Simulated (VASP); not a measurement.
Runs of VASP 6.6.1 on BaTe. The structure is that of space group Pm-3m (No. 221), or close to it. The cells are those of the table. 

```tsv
cell	gap on the mesh (eV)	pressure (GPa)
a = 4.262, b = 4.262, c = 4.369 Å, 2 atoms	0.76	(a)
a = 4.476 Å, 2 atoms	1.06	-3.3
a = 4.156, b = 4.156, c = 4.262 Å, 2 atoms	0.57	1.9
a = 4.049, b = 4.049, c = 4.262 Å, 2 atoms	0.29	4.2
a = 4.049, b = 4.049, c = 4.156 Å, 2 atoms	(c)	5.5
a = 4.049 Å, 2 atoms	0.36	6.9
a = 4.156, b = 4.156, c = 4.049 Å, 2 atoms	0.35	(d)
a = 4.262, b = 4.262, c = 4.049 Å, 2 atoms	0.32	1.9
a = 4.262, b = 4.262, c = 4.156 Å, 2 atoms	0.57	(b)
```

Alike in all rows: task single point; level PBE; potentials or basis VASP PAW PBE potentials, release 64 (Ba_sv, Te); no spin polarisation; k mesh 6 × 6 × 6; cutoff (eV) 520; smearing gaussian 0.05 eV.

Q: Estimate the missing entries.

A: (a) -0.7; (b) 0.9; (c) 0.33; (d) 4.1.

Caveats: spin-orbit coupling is left out, which moves the levels of the heavy elements.

A k mesh can miss the band edges, and the runs leave out spin-orbit coupling on Ba, Te.
